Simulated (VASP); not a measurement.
# PbS (Fm-3m) in VASP: a series of runs, part 2 of 2

VASP 6.6.1. The steps go on from the part before.

**3. Single point, r2SCAN-based global hybrid with 50 % exact exchange**

File POSCAR:

```
PbS
1.0
    0.0000000000      2.9657500000      2.9657500000
    2.9657500000      0.0000000000      2.9657500000
    2.9657500000      2.9657500000      0.0000000000
Pb S
1 1
Direct
    0.0000000000      0.0000000000      0.0000000000
    0.5000000000      0.5000000000      0.5000000000
```

File INCAR.step1:

```
SYSTEM = PbS
PREC = Accurate
ENCUT = 520
EDIFF = 1E-5
ISMEAR = -1
SIGMA = 0.05
LREAL = .False.
LASPH = .True.
NELM = 80
ALGO = Normal
ISIF = 2
LWAVE = .True.
LCHARG = .False.
GGA = PE
NBANDS = 17
```

File INCAR.step2:

```
SYSTEM = PbS
PREC = Accurate
ENCUT = 520
EDIFF = 1E-6
ISMEAR = -1
SIGMA = 0.05
LREAL = .False.
LASPH = .True.
NELM = 80
ALGO = Normal
ISIF = 2
LWAVE = .False.
LCHARG = .False.
METAGGA = R2SCAN
LHFCALC = .True.
AEXX = 0.5
LMIXTAU = .True.
PRECFOCK = Normal
ISTART = 1
NBANDS = 17
```

File KPOINTS:

```
Automatic mesh
0
Gamma
  5 5 5
  0 0 0
```

Potentials or basis: VASP PAW PBE potentials, release 64 (Pb_d, S).

Started as:

```bash
> cat potpaw_PBE.64/Pb_d/POTCAR potpaw_PBE.64/S/POTCAR > POTCAR
> cp INCAR.step1 INCAR
> mpirun -np 1 vasp_std > vasp.out
> cp INCAR.step2 INCAR
> mpirun -np 1 vasp_std > vasp.out
```

OUTCAR:

```text
SYSTEM = PbS
   PREC = Accurate
   ENCUT = 520
   EDIFF = 1E-6
   ISMEAR = -1
   LREAL = .False.
   LASPH = .True.
   NELM = 80
   ISIF = 2
   METAGGA = R2SCAN
   LHFCALC = .True.
   AEXX = 0.5
   PRECFOCK = Normal
   ISTART = 1

 ion  position               nearest neighbor table
   1  0.000  0.000  0.000-   2 2.97   2 2.97   2 2.97   2 2.97   2 2.97   2 2.97
   2  0.500  0.500  0.500-   1 2.97   1 2.97   1 2.97   1 2.97   1 2.97   1 2.97

  LATTYP: Found a face centered cubic cell.
 ALAT       =     5.9315000000

  Lattice vectors:

 A1 = (   0.0000000000,   2.9657500000,   2.9657500000)
 A2 = (   2.9657500000,   0.0000000000,   2.9657500000)
 A3 = (   2.9657500000,   2.9657500000,   0.0000000000)

Analysis of symmetry for initial positions (statically):
=====================================================================
 Subroutine PRICEL returns:
 Original cell was already a primitive cell.

 Routine SETGRP: Setting up the symmetry group for a
 face centered cubic supercell.

 Subroutine GETGRP returns: Found 48 space group operations
 (whereof 48 operations were pure point group operations)
 out of a pool of 48 trial point group operations.

The static configuration has the point symmetry O_h .

Analysis of symmetry for dynamics (positions and initial velocities):
=====================================================================
 Subroutine PRICEL returns:
 Original cell was already a primitive cell.

 Routine SETGRP: Setting up the symmetry group for a
 face centered cubic supercell.

 Subroutine GETGRP returns: Found 48 space group operations
 (whereof 48 operations were pure point group operations)
 out of a pool of 48 trial point group operations.

The dynamic configuration has the point symmetry O_h .

 Subroutine INISYM returns: Found 48 space group operations
[... 104 lines left out ...]
  Fermi-wavevector in a.u.,A,eV,Ry     =   1.189251  2.247359 19.242973  1.414319
  Thomas-Fermi vector in A             =   2.325363
   LORBIT       =      0    0 simple, 1 ext, 2 COOP (PROOUT), +10 PAW based schemes
   METAGGA = R2SCAN    functional components
   LHFCALC =     T    Hartree Fock is set to
   PRECFOCK=normal    Normal, Fast or Accurate (Low or Medium for compatibility)
   ENCUT4O =  -1.0   cutoff for four orbital integrals eV
   NKREDX  =     1    reduce k-point grid by
   NKREDY  =     1    reduce k-point grid by
   NKREDZ  =     1    reduce k-point grid by
   AEXX    =    0.5000 exact exchange contribution
   HFSCREEN=    0.0000 screening length (either q_TF or 0.3 A-1)
   HFSCREENC=   0.0000 screening length for correlation (either q_TF or 0.3 A-1)
   ENCUTFOCK=  -1.0 apply spherical cutoff to Coloumb kernel
   IVDW    =     0    specifies the selected vdW correction
   LEPSILON=     F    determine dielectric tensor
   LRPA    =     F    only Hartree local field effects (RPA)
 non-spin polarized calculation
  energy-cutoff  :      520.00
  volume of cell :       52.17
 maximum number of plane-waves:      1422
  NGX = 24; NGY = 24; NGZ = 24

 number of electron      19.9999998 magnetization

 Free energy of the ion-electron system (eV)
  ---------------------------------------------------
  ext. energy  EPLUGINS =         0.00000000
  ---------------------------------------------------
  free energy    TOTEN  =       -43.30766133 eV

  energy without entropy =      -43.30766133  energy(sigma->0) =      -43.30766133

 E-fermi :   5.2960     XC(G=0):  -5.7689

 val. band max:        4.1966380773   @ k =   0.4000   0.0000   0.0000
 cond. band min:       7.6849767755   @ k =   0.4000   0.0000   0.0000
 fundamental gap:      3.4883386982
 Fermi energy:         5.2960071194

 k-point     1 :       0.0000    0.0000    0.0000
  band No.  band energies     occupation
      1     -16.1938      2.00000
      2     -16.1938      2.00000
      3     -16.1813      2.00000
      4     -16.1813      2.00000
      5     -16.1813      2.00000
      6     -12.4800      2.00000
[... 177 lines left out ...]
      4     -16.1512      2.00000
      5     -16.1278      2.00000
      6     -10.6438      2.00000
[... 9 lines left out ...]
     16      19.7777      0.00000
     17      19.8834      0.00000

------------------------ aborting loop because EDIFF is reached ----------------------------------------

  FORCE on cell =-STRESS in cart. coord.  units (eV):
  Direction    XX          YY          ZZ          XY          YZ          ZX
  --------------------------------------------------------------------------------------
  -------------------------------------------------------------------------------------
  Total        0.0327377      0.0327377      0.0327377     -0.0000000     -0.0000000      0.0000000
  in kB        1.0053673      1.0053673      1.0053673     -0.0000000     -0.0000000      0.0000000
  external PRESSURE =       1.0053673 kB  Pullay stress =       0.0000000 kB

 VOLUME and BASIS-vectors are now :
 -----------------------------------------------------------------------------
  energy-cutoff  :      520.00
  volume of cell :       52.17
      direct lattice vectors                 reciprocal lattice vectors
     0.000000000  2.965750000  2.965750000    -0.168591419  0.168591419  0.168591419
     2.965750000  0.000000000  2.965750000     0.168591419 -0.168591419  0.168591419
     2.965750000  2.965750000  0.000000000     0.168591419  0.168591419 -0.168591419

 POSITION                                       TOTAL-FORCE (eV/Angst)
 -----------------------------------------------------------------------------------
      0.00000      0.00000      0.00000         0.000000     -0.000000     -0.000000
      2.96575      2.96575      2.96575        -0.000000      0.000000      0.000000
 -----------------------------------------------------------------------------------
    total drift:                               -0.000000      0.000000     -0.000000

  FREE ENERGIE OF THE ION-ELECTRON SYSTEM (eV)
  ---------------------------------------------------
  free  energy   TOTEN  =       -43.3076613293 eV

  energy  without entropy=      -43.3076613292  energy(sigma->0) =      -43.30766133
```

Wall time 28 min (1 thread of Oxide Virtual Turin-like, shared host); peak memory 0.17 GiB.

What came out:

* Free energy: -43.3077 eV
* Pressure: 0.1 GPa

Caveat: this odd mesh misses L, so gap, dielectric constants and Born charges aren't listed; the PAW data sets were made with another functional, which shifts forces and pressure a little; spin-orbit coupling is left out, which moves the levels of the heavy elements.
